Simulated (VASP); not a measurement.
A run of VASP 6.6.1:

INCAR

```
  PREC = Accurate
  ENCUT = 500
  EDIFF = 1E-6
  ISMEAR = 0
  SIGMA = 0.2
  LREAL = F
  LASPH = T
  NELM = 120
  ALGO = Normal
  ISIF = 2
  LWAVE = F
  LCHARG = F
  GGA = PE
  NBANDS = 18
  GGA_COMPAT = F
```

File KPOINTS:

```
Automatic mesh
0
Gamma
  7 7 4
```

Contents of POSCAR:

```
WCl
1.0
    1.3890372192     -2.6753452989      0.0000000000
    1.3890372192      2.6753452989      0.0000000000
    0.0000000000      0.0000000000      4.5264998803
W Cl
1 1
Direct
    0.0000000000      0.0000000000      0.0000000000
    0.5000000000      0.5000000000      0.5000000000
```

Potentials or basis: VASP PAW PBE potentials, release 64 (W_sv, Cl).

Command:

```console
$ cat potpaw_PBE.64/W_sv/POTCAR potpaw_PBE.64/Cl/POTCAR > POTCAR
$ mpirun -np 1 vasp_std > vasp.out
```

Hardware: 1 thread of Intel(R) Xeon(R) Platinum 8259CL CPU @ 2.50GHz (Skylake/Cascade Lake), with other jobs on the host.

Q: Estimate the wall time of this run.

A: Wall time 16 s on 1 thread of Intel(R) Xeon(R) Platinum 8259CL CPU @ 2.50GHz (Skylake/Cascade Lake), with other jobs on the host, peak memory 0.17 GiB. Counts: scf iterations 12, k points 48.
